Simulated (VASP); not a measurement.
# AlRu (Pm-3m) in VASP: notebook

AlRu is run at these levels: PBEsol; tasks: relaxation of cell and atoms, single point.

All numbers are computed with VASP 6.6.1; they aren't measurements. Logs are shortened: lines on timing, memory, paths and dates and some standing lists are left out, and cuts for length are marked.

### Step 1. The cell of the first run

It takes space group Pm-3m (No. 221, cubic). The conventional cell has a = 2.986 Å, b = 2.986 Å, c = 2.986 Å, α = 90.00°, β = 90.00°, γ = 90.00°. Within 3.4 Å of Al (site symmetry m-3m) lie 8 Ru at 2.59 Å and 6 Al at 2.99 Å. Ru (site symmetry m-3m) has 8 Al at 2.59 Å and 6 Ru at 2.99 Å within 3.4 Å.

### Step 2. Relaxation of cell and atoms, PBEsol, target pressure -1 GPa, at which the enthalpy is minimised

INCAR reads:

```
  PREC = Accurate
  ENCUT = 600
  EDIFF = 1E-7
  ISMEAR = 0
  SIGMA = 0.1
  LREAL = False
  LASPH = True
  NELM = 80
  ALGO = Normal
  ISIF = 3
  LWAVE = False
  LCHARG = False
  GGA = PS
  IBRION = 2
  NSW = 70
  EDIFFG = -0.008
  PSTRESS = -10.0
```

KPOINTS reads:

```
Automatic mesh
0
Gamma
  14 14 14
```

POSCAR reads:

```
AlRu
1.0
    2.9860160164      0.0000000000      0.0000000000
    0.0000000000      2.9860160164      0.0000000000
    0.0000000000      0.0000000000      2.9860160164
Al Ru
1 1
Direct
    0.0000000000      0.0000000000      0.0000000000
    0.5000000000      0.5000000000      0.5000000000
```

Potentials or basis: VASP PAW PBE potentials, release 64 (Al, Ru_pv).

The run is started by

```bash
$ cat potpaw_PBE.64/Al/POTCAR potpaw_PBE.64/Ru_pv/POTCAR > POTCAR
$ mpirun -np 1 vasp_std > vasp.out
```

OUTCAR:

```text
PREC = Accurate
   ENCUT = 600
   EDIFF = 1E-7
   ISMEAR = 0
   LREAL = False
   LASPH = True
   NELM = 80
   ISIF = 3
   GGA = PS
   IBRION = 2
   NSW = 70
   EDIFFG = -0.008
   PSTRESS = -10.0

 ion  position               nearest neighbor table
   1  0.000  0.000  0.000-   2 2.59   2 2.59   2 2.59   2 2.59   2 2.59   2 2.59   2 2.59   2 2.59

   2  0.500  0.500  0.500-   1 2.59   1 2.59   1 2.59   1 2.59   1 2.59   1 2.59   1 2.59   1 2.59

  LATTYP: Found a simple cubic cell.
 ALAT       =     2.9860160164

  Lattice vectors:

 A1 = (   2.9860160164,   0.0000000000,   0.0000000000)
 A2 = (   0.0000000000,   2.9860160164,   0.0000000000)
 A3 = (   0.0000000000,   0.0000000000,   2.9860160164)

Analysis of symmetry for initial positions (statically):
=====================================================================
 Subroutine PRICEL returns:
 Original cell was already a primitive cell.

 Routine SETGRP: Setting up the symmetry group for a
 simple cubic supercell.

 Subroutine GETGRP returns: Found 48 space group operations
 (whereof 48 operations were pure point group operations)
 out of a pool of 48 trial point group operations.

The static configuration has the point symmetry O_h .

Analysis of symmetry for dynamics (positions and initial velocities):
=====================================================================
 Subroutine PRICEL returns:
 Original cell was already a primitive cell.

 Routine SETGRP: Setting up the symmetry group for a
 simple cubic supercell.

 Subroutine GETGRP returns: Found 48 space group operations
 (whereof 48 operations were pure point group operations)
 out of a pool of 48 trial point group operations.

The dynamic configuration has the point symmetry O_h .

 Subroutine INISYM returns: Found 48 space group operations
 (whereof 48 operations are pure point group operations),
 and found     1 'primitive' translations

----------------------------------------------------------------------------------------

                                     Primitive cell

  volume of cell :      26.6242

  direct lattice vectors                    reciprocal lattice vectors
     2.986016016  0.000000000  0.000000000     0.334894386  0.000000000  0.000000000
     0.000000000  2.986016016  0.000000000     0.000000000  0.334894386  0.000000000
     0.000000000  0.000000000  2.986016016     0.000000000  0.000000000  0.334894386

  length of vectors
     2.986016016  2.986016016  2.986016016     0.334894386  0.334894386  0.334894386

  position of ions in fractional coordinates (direct lattice)
     0.000000000  0.000000000  0.000000000
     0.500000000  0.500000000  0.500000000

  ion indices of the primitive-cell ions
   primitive index   ion index
                 1           1
                 2           2

----------------------------------------------------------------------------------------

 KPOINTS: Automatic mesh

Automatic generation of k-mesh.
 Grid dimensions read from file:
 generate k-points for:   14   14   14

 Generating k-lattice:

  Cartesian coordinates                     Fractional coordinates (reciprocal lattice)
     0.023921028  0.000000000  0.000000000     0.071428571  0.000000000  0.000000000
     0.000000000  0.023921028  0.000000000     0.000000000  0.071428571  0.000000000
     0.000000000  0.000000000  0.023921028     0.000000000  0.000000000  0.071428571

  Length of vectors
     0.023921028  0.023921028  0.023921028

  Shift w.r.t. Gamma in fractional coordinates (k-lattice)
     0.000000000  0.000000000  0.000000000

 Subroutine IBZKPT returns following result:
 ===========================================

 Found    120 irreducible k-points:

 Following reciprocal coordinates:
            Coordinates               Weight
  0.000000  0.000000  0.000000      1.000000
  0.071429  0.000000  0.000000      6.000000
  0.142857  0.000000  0.000000      6.000000
  0.214286  0.000000  0.000000      6.000000
  0.285714  0.000000  0.000000      6.000000
  0.357143  0.000000  0.000000      6.000000
[... 16 lines left out ...]
  0.285714  0.214286  0.000000     24.000000
  0.357143  0.214286  0.000000     24.000000
 [... further k-points ...]
   k-points           NKPTS =    120   k-points in BZ     NKDIM =    120   number of bands    NBANDS=     12
   number of dos      NEDOS =    301   number of ions     NIONS =      2
   total plane-waves  NPLWV =  13824
   dimension x,y,z NGX =    24 NGY =   24 NGZ =   24
   dimension x,y,z NGXF=    48 NGYF=   48 NGZF=   48
   ions per type =               1   1
   NGX,Y,Z   is equivalent  to a cutoff of  13.36, 13.36, 13.36 a.u.
   NGXF,Y,Z  is equivalent  to a cutoff of  26.72, 26.72, 26.72 a.u.
 SYSTEM =  unknown system
   PREC   = accura    normal or accurate (medium, high low for compatibility)
   ISTART =      0    job   : 0-new  1-cont  2-samecut
   ICHARG =      2    charge: 1-file 2-atom 10-const
   ISPIN  =      1    spin polarized calculation?
   LNONCOLLINEAR =      F non collinear calculations
   LSORBIT =      F    spin-orbit coupling
   LASPH  =      T    aspherical Exc in radial PAW
   ENCUT  =  600.0 eV  44.10 Ry    6.64 a.u.   5.96  5.96  5.96*2*pi/ulx,y,z
   NELM   =     80;   NELMIN=  2; NELMDL= -5     # of ELM steps
   EDIFF  = 0.1E-06   stopping-criterion for ELM
   LREAL  =      F    real-space projection
   EDIFFG = -.8E-02   stopping-criterion for IOM
   NSW    =     70    number of steps for IOM
   IBRION =      2    ionic relax: 0-MD 1-quasi-New 2-CG
   NFREE  =      1    steps in history (QN), initial steepest desc. (CG)
   ISIF   =      3    stress and relaxation
   ISYM   =      2    0-nonsym 1-usesym 2-fastsym
   POTIM  = 0.5000    time-step for ionic-motion
   TEBEG  =    0.0;   TEEND  =   0.0 temperature during run
   PSTRESS=  -10.0 pullay stress
   NELECT =      17.0000    total number of electrons
   NUPDOWN=      -1.0000    fix difference up-down
   EMIN   =  10.00;   EMAX   =-10.00  energy-range for DOS
   EFERMI =   0.00;   METHOD = LEGACY
   ISMEAR =     0;   SIGMA  =   0.10  broadening in eV -4-tet -1-fermi 0-gaus
   EFERMI_NEDOS =   21; number of points for ismear=-14 and -15
   IALGO  =     38    algorithm
   IMIX   =      4    mixing-type and parameters
     AMIX     =   0.40;   BMIX     =  1.00
     AMIX_MAG =   1.60;   BMIX_MAG =  1.00
  volume/ion in A,a.u.               =      13.31        89.83
  Fermi-wavevector in a.u.,A,eV,Ry     =   1.409718  2.663981 27.038935  1.987306
  Thomas-Fermi vector in A             =   2.531746
   LORBIT       =      0    0 simple, 1 ext, 2 COOP (PROOUT), +10 PAW based schemes
   GGA     = PS    functional components
   LHFCALC =     F    Hartree Fock is set to
   AEXX    =    0.0000 exact exchange contribution
   IVDW    =     0    specifies the selected vdW correction
   LEPSILON=     F    determine dielectric tensor
   LRPA    =     F    only Hartree local field effects (RPA)
 conjugate gradient relaxation of ions
 non-spin polarized calculation
 Gauss-broadening in eV      SIGMA  =   0.10
  energy-cutoff  :      600.00
  volume of cell :       26.62
 maximum number of plane-waves:       912
 NGX is ok and might be reduce to    24
   NGX = 11   NGY = 11   NGZ = 11

--------------------------------------- Ionic step        1  -------------------------------------------

 number of electron      16.9999995 magnetization

 Free energy of the ion-electron system (eV)
  ---------------------------------------------------
  ext. energy  EPLUGINS =         0.00000000
  ---------------------------------------------------
  free energy    TOTEN  =       -15.51724855 eV

  energy without entropy =      -15.50784224  energy(sigma->0) =      -15.51254540

------------------------ aborting loop because EDIFF is reached ----------------------------------------

  FORCE on cell =-STRESS in cart. coord.  units (eV):
  Direction    XX          YY          ZZ          XY          YZ          ZX
  --------------------------------------------------------------------------------------
  -------------------------------------------------------------------------------------
  Total       -0.3411623     -0.3411623     -0.3411623      0.0000000      0.0000000     -0.0000000
  in kB      -20.5302935    -20.5302935    -20.5302935      0.0000000      0.0000000     -0.0000000
  external PRESSURE =     -10.5302935 kB  Pullay stress =     -10.0000000 kB
[... 61 lines left out ...]
  enthalpy is  TOTEN    =       -15.6827860040 eV   P V=       -0.1640796820

--------------------------------------- Ionic step        3  -------------------------------------------

 number of electron      16.9999996 magnetization

 Free energy of the ion-electron system (eV)
  ---------------------------------------------------
  ext. energy  EPLUGINS =         0.00000000
  ---------------------------------------------------
  free energy    TOTEN  =       -15.51850522 eV

  energy without entropy =      -15.50916344  energy(sigma->0) =      -15.51383433

 E-fermi :  10.7444     XC(G=0): -12.7414

 val. band max:       10.7343519420   @ k =   0.5000   0.2857   0.1429
 cond. band min:      10.7553217944   @ k =   0.1429   0.0714   0.0714
 fundamental gap:      0.0209698524
 Fermi energy:        10.7443695760

 k-point     1 :       0.0000    0.0000    0.0000
  band No.  band energies     occupation
      1     -30.9673      2.00000
      2     -30.9673      2.00000
      3     -30.9673      2.00000
      4       1.0002      2.00000
      5       7.0989      2.00000
      6       7.0989      2.00000
      7      10.9401      0.00564
      8      10.9401      0.00564
      9      10.9401      0.00564
     10      16.8685      0.00000
     11      16.8685      0.00000
     12      16.8685      0.00000
[... 331 lines left out ...]
 k-point    24 :       0.3571    0.2143    0.0000
  band No.  band energies     occupation
      1     -31.1355      2.00000
      2     -31.0351      2.00000
      3     -30.9447      2.00000
      4       3.8763      2.00000
      5       6.7658      2.00000
      6       8.1460      2.00000
      7       9.1011      2.00000
      8       9.5426      2.00000
      9      10.4077      2.00000
     10      13.4284      0.00000
     11      17.1611      0.00000
     12      19.6770      0.00000

 [... further k-points ...]

------------------------ aborting loop because EDIFF is reached ----------------------------------------

  FORCE on cell =-STRESS in cart. coord.  units (eV):
  Direction    XX          YY          ZZ          XY          YZ          ZX
  --------------------------------------------------------------------------------------
  -------------------------------------------------------------------------------------
  Total       -0.1649315     -0.1649315     -0.1649315     -0.0000000     -0.0000000      0.0000000
  in kB       -9.9743826     -9.9743826     -9.9743826     -0.0000000     -0.0000000      0.0000000
  external PRESSURE =       0.0256174 kB  Pullay stress =     -10.0000000 kB
[... 17 lines left out ...]
  FREE ENERGIE OF THE ION-ELECTRON SYSTEM (eV)
  ---------------------------------------------------
  free  energy   TOTEN  =       -15.5185052246 eV

  energy  without entropy=      -15.5091634358  energy(sigma->0) =      -15.51383433

  enthalpy is  TOTEN    =       -15.6838602954 eV   P V=       -0.1653550708

 reached required accuracy - stopping structural energy minimisation
```

Run time: 66 s. Hardware: 1 thread of Intel Xeon 8259CL, shared host; peak memory 0.18 GiB.

What came out:

```yaml
Free_energy: -15.5185 eV
Relaxed_volume: 13.25 Å³/atom
Relaxed_cell: a = 2.981 Å, b = 2.981 Å, c = 2.981 Å, α = 90.00°, β = 90.00°, γ = 90.00°
Space_group_after_relaxing_to_0.1_Å: Pm-3m (No. 221)
Energy_change_on_relaxing_the_run_minimises_the_enthalpy: -0.6 meV/atom
Ionic_steps: 3
Pressure_after_relaxing: -1.0 GPa
Band_gap_on_the_k_mesh: zero (an odd number of electrons rules out a gap without spin polarisation)
```

Step by step:
| step | energy change (eV) | largest force (eV/Å) | pressure (GPa) | volume (Å³) |
| --- | --- | --- | --- | --- |
| 1 | 0.0000 | 0.0000 | -2.05 | 26.62 |
| 2 | -0.0015 | 0.0000 | 0.70 | 26.29 |
| 3 | -0.0013 | 0.0000 | -1.00 | 26.49 |

Final structure:
```cif
data_structure
_symmetry_space_group_name_H-M 'P 1'
_symmetry_Int_Tables_number 1
_cell_length_a 2.9811
_cell_length_b 2.9811
_cell_length_c 2.9811
_cell_angle_alpha 90.000
_cell_angle_beta 90.000
_cell_angle_gamma 90.000
_cell_volume 26.49
loop_
_atom_site_label
_atom_site_type_symbol
_atom_site_fract_x
_atom_site_fract_y
_atom_site_fract_z
_atom_site_occupancy
Al1 Al 0.00000 0.00000 0.00000 1
Ru1 Ru 0.50000 0.50000 0.50000 1
```

Caveat: the cell is relaxed towards a set pressure, so the run minimises the enthalpy, not the energy; the PAW data sets were made with another functional, which shifts forces and pressure a little.

### Step 3. Relaxation of cell and atoms, PBEsol, target pressure 90 GPa, at which the enthalpy is minimised

This run uses another cell than the first one, of 10.36 Å³/atom.

INCAR reads:

```
PREC = Accurate ; ENCUT = 600
EDIFF = 1E-6 ; ISMEAR = 0
SIGMA = 0.1 ; LREAL = False
LASPH = True ; NELM = 60
ALGO = Normal ; ISIF = 3
LWAVE = False ; LCHARG = False
GGA = PS ; IBRION = 2
NSW = 70 ; EDIFFG = -0.008
PSTRESS = 900.0
```

KPOINTS reads:

```
regular mesh
0
Gamma
  16 16 16
```

POSCAR reads:

```
AlRu
1.0
    2.7467289448      0.0000000000      0.0000000000
    0.0000000000      2.7467289448      0.0000000000
    0.0000000000      0.0000000000      2.7467289448
Al Ru
1 1
Direct
    0.0000000000      0.0000000000      0.0000000000
    0.5000000000      0.5000000000      0.5000000000
```

Potentials or basis: VASP PAW PBE potentials, release 64 (Al, Ru_pv).

The run is started by

```bash
$ cat potpaw_PBE.64/Al/POTCAR potpaw_PBE.64/Ru_pv/POTCAR > POTCAR
$ mpirun -np 1 vasp_std > vasp.out
```

Run time: 83 s. Hardware: 1 thread of Intel Xeon 8259CL, shared host; peak memory 0.19 GiB.

Results (log left out):

| Property | Result |
| --- | --- |
| Free energy | -14.2343 eV |
| Relaxed volume | 10.35 Å³/atom |
| Relaxed cell | a = 2.746 Å, b = 2.746 Å, c = 2.746 Å, α = 90.00°, β = 90.00°, γ = 90.00° |
| Space group after relaxing (to 0.1 Å) | Pm-3m (No. 221) |
| Energy change on relaxing (the run minimises the enthalpy) | +4.6 meV/atom |
| Ionic steps | 3 |
| Pressure after relaxing | 90.0 GPa |
| Band gap on the k mesh | zero (an odd number of electrons rules out a gap without spin polarisation) |

Step by step:
| step | energy change (eV) | largest force (eV/Å) | pressure (GPa) | volume (Å³) |
| --- | --- | --- | --- | --- |
| 1 | 0.0000 | 0.0000 | 89.56 | 20.72 |
| 2 | 0.0482 | 0.0000 | 91.86 | 20.64 |
| 3 | 0.0092 | 0.0000 | 90.02 | 20.71 |

Final structure:
```yaml
crystal:
  lattice:
    - [2.74601, 0.00000, 0.00000]
    - [0.00000, 2.74601, 0.00000]
    - [0.00000, 0.00000, 2.74601]
  atoms:
    - { symbol: Al, position: [0.00000, 0.00000, 0.00000] }
    - { symbol: Ru, position: [0.50000, 0.50000, 0.50000] }
```

Levels at points of the mesh, in eV from the Fermi level:
| k point | band 6 | band 7 | band 8 | band 9 | band 10 | band 11 | band 12 |
| --- | --- | --- | --- | --- | --- | --- | --- |
| (0.00, 0.00, 0.00) | -5.32 | 0.23 | 0.23 | 0.23 | 7.42 | 7.42 | 7.42 |
| (0.50, 0.00, 0.00) | -4.16 | -2.30 | -2.30 | 0.63 | 3.39 | 7.03 | 12.02 |
| (0.50, 0.50, 0.00) | -1.83 | -1.83 | -1.48 | -1.48 | 2.24 | 7.22 | 9.25 |
| (0.50, 0.50, 0.50) | -6.35 | 2.39 | 2.39 | 4.20 | 4.85 | 4.85 | 4.85 |

Caveat: the cell is relaxed towards a set pressure, so the run minimises the enthalpy, not the energy; the PAW data sets were made with another functional, which shifts forces and pressure a little.

[end of part 1 of 2]
